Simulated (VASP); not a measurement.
Set up this calculation in VASP 6.6.1, as the native input.

```yaml
Task: relaxation of the atoms
Functional: PBE
Potentials_or_basis: VASP PAW PBE potentials, release 64 (Cd, Te)
Cutoff: 520 eV
k_mesh: 2 × 3 × 1
Occupations: gaussian, width 0.05 eV
Spin: no spin polarisation
Dipole_correction: yes
Atoms_held_fixed_from_0: "[0, 1, 6, 7]"
Further_INCAR_settings: ALGO = Normal; EDIFF = 1e-06; IBRION = 2; EDIFFG = -0.03; NSW = 90
```

The structure of CdTe lies in POSCAR:

```
CdTe
1.0
    9.3583791606      0.0000000000      0.0000000000
    0.0000000000      6.6173733654      0.0000000000
    0.0000000000      0.0000000000     20.6791895803
Cd Te
6 6
Selective dynamics
Direct
    0.2500000000      0.5000000000      0.3868623559  F F F
    0.7500000000      0.5000000000      0.3868623559  F F F
    0.5000000000      0.0000000000      0.5000000000  T T T
    0.0000000000      0.0000000000      0.5000000000  T T T
    0.7500000000      0.5000000000      0.6131376441  T T T
    0.2500000000      0.5000000000      0.6131376441  T T T
    0.5000000000      0.2500000000      0.3868623559  F F F
    0.0000000000      0.2500000000      0.3868623559  F F F
    0.7500000000      0.7500000000      0.5000000000  T T T
    0.2500000000      0.7500000000      0.5000000000  T T T
    0.0000000000      0.2500000000      0.6131376441  T T T
    0.5000000000      0.2500000000      0.6131376441  T T T
```

These files were run (other wordings do the same):

INCAR

```
SYSTEM = CdTe
ALGO     = Normal         ! electronic algorithm
DIPOL    = 0.5 0.5 0.500
EDIFF    = 1E-6           ! SCF threshold, eV
EDIFFG   = -0.03          ! ionic threshold
ENCUT    = 520            ! plane-wave cutoff, eV
GGA      = PE             ! functional
IBRION   = 2              ! ionic algorithm
IDIPOL   = 3            
ISIF     = 2              ! what is computed and relaxed
ISMEAR   = 0              ! smearing method
KPAR     = 2            
LASPH    = .True.         ! aspherical terms in the spheres
LCHARG   = .False.        ! write CHGCAR
LDIPOL   = .True.       
LREAL    = .False.        ! projectors in reciprocal space
LWAVE    = .False.        ! write WAVECAR
NELM     = 60             ! most SCF steps
NSW      = 90             ! ionic steps
PREC     = Accurate       ! precision mode
SIGMA    = 0.05           ! smearing width, eV
```

KPOINTS

```
k-points
0
Gamma
  2 3 1
  0 0 0
```

Potentials or basis: VASP PAW PBE potentials, release 64 (Cd, Te).

Command:

```sh
$ cat potpaw_PBE.64/Cd/POTCAR potpaw_PBE.64/Te/POTCAR > POTCAR
$ mpirun -np 4 vasp_std > vasp.out
```

It gave:

| Property | Result |
| --- | --- |
| Energy gained by relaxing | 93.6 meV/atom |
| Ionic steps | 24 |
| Band gap on the k mesh | 1.13 eV |

Caveat: spin-orbit coupling is left out, which moves the levels of the heavy elements.

Run time: 30 min on 4 MPI ranks on AMD EPYC 9R14 (Zen 4), on a shared host, peak memory 0.76 GiB a rank.
